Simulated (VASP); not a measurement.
PbS, 2 atoms in the cell. Symmetry: P-6m2, No. 187, hexagonal system. Conventional cell: a = 4.090 Å, b = 4.090 Å, c = 3.788 Å, α = 90.00°, β = 90.00°, γ = 120.00°. Pb (site symmetry -6m2) has 6 S at 3.03 Å and 2 Pb at 3.79 Å within 4.0 Å. S (site symmetry -6m2) has 6 Pb at 3.03 Å and 2 S at 3.79 Å within 4.0 Å. 

```yaml
Program: VASP 6.6.1
Task: single point
Functional: LDA
Potentials_or_basis: VASP PAW LDA potentials, release 64 (Pb_d, S)
Cutoff: 520 eV
k_mesh: 8 × 8 × 7
Occupations: gaussian, width 0.02 eV
Spin: no spin polarisation
Dipole_correction: no
Further_INCAR_settings: ALGO = Normal; EDIFF = 1e-06; NBANDS = 17
```

Potentials or basis: VASP PAW LDA potentials, release 64 (Pb_d, S).

Command:

```console
$ cat potpaw_LDA.64/Pb_d/POTCAR potpaw_LDA.64/S/POTCAR > POTCAR
$ mpirun -np 1 vasp_std > vasp.out
```

Hardware: 1 thread of Intel(R) Xeon(R) 6975P-C (Granite Rapids) (shared host).

Q: How long does it take, and how much memory?

A: Wall time 14 s on 1 thread of Intel(R) Xeon(R) 6975P-C (Granite Rapids) (shared host), peak memory 0.16 GiB. Counts: scf iterations 12, k points 40.
